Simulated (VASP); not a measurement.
Ba2TeOsO6:

```xyz
10
Lattice="0.0000 5.5928 0.0000 5.5928 0.0000 0.0000 2.7964 2.7964 -4.3233" Properties=species:S:1:pos:R:3 pbc="T T T"
Os    0.0000    0.0000    0.0000
O     1.4709    1.3647    0.0000
O     4.2282    1.4709    0.0000
O     4.1219    4.2282    0.0000
O     1.3647    4.1219    0.0000
O     2.7964    2.7964   -1.8936
O     5.5928    5.5928   -2.4297
Te    2.7964    2.7964    0.0000
Ba    2.7964    5.5928   -2.1616
Ba    5.5928    2.7964   -2.1616
```

| Quantity | Value |
| --- | --- |
| Program | VASP 6.6.1 |
| Task | relaxation of cell and atoms |
| Functional | PBEsol |
| Potentials or basis | VASP PAW PBE potentials, release 64 (Os, O, Te, Ba_sv) |
| Cutoff | 600 eV |
| k mesh | 4 × 4 × 4 |
| Occupations | gaussian, width 0.0977 eV |
| Spin | no spin polarisation |

At the start: pressure 11.5 GPa; volume 13.52 Å³/atom.

Task: How do energy, volume and symmetry change on relaxing?

Result: Over 15 steps the energy falls by 211.9 meV/atom and the volume is 14.33 Å³/atom (+6.0 %); space group I4/m (No. 87, to 0.1 Å) before and after.

Step by step:
```csv
step,energy change (eV),largest force (eV/Å),pressure (GPa),volume (Å³)
1,0.0000,2.9783,11.49,135.23
2,-0.9591,1.6080,-9.19,155.10
3,-1.0025,1.8429,-6.20,151.49
4,-1.8386,0.8875,-5.13,149.35
5,-1.8772,0.9112,-4.41,148.88
6,-2.0362,0.6826,4.87,139.73
7,-2.0768,0.6568,1.62,142.38
8,-2.1111,0.2498,-0.83,143.97
9,-2.1187,0.0706,-0.17,143.48
10,-2.1187,0.0743,-0.14,143.46
11,-2.1190,0.0172,0.10,143.22
12,-2.1190,0.0177,0.10,143.23
13,-2.1191,0.0151,-0.04,143.34
14,-2.1191,0.0139,-0.02,143.32
15,-2.1191,0.0097,-0.01,143.32
```

Final structure:
```yaml
crystal:
  lattice:
    - [0.00000, 5.87111, 0.00000]
    - [5.87111, 0.00000, 0.00000]
    - [2.93556, 2.93556, -4.15775]
  atoms:
    - { symbol: Os, position: [0.00000, 0.00000, 0.00000] }
    - { symbol: O, position: [0.23123, 0.25366, 0.00000] }
    - { symbol: O, position: [0.25366, 0.76877, 0.00000] }
    - { symbol: O, position: [0.76877, 0.74634, 0.00000] }
    - { symbol: O, position: [0.74634, 0.23123, 0.00000] }
    - { symbol: O, position: [0.24254, 0.24254, 0.51493] }
    - { symbol: O, position: [0.75747, 0.75747, 0.48507] }
    - { symbol: Te, position: [0.50000, 0.50000, 0.00000] }
    - { symbol: Ba, position: [0.75000, 0.25000, 0.50000] }
    - { symbol: Ba, position: [0.25000, 0.75000, 0.50000] }
```

Caveat: the PAW data sets were made with another functional, which shifts forces and pressure a little.
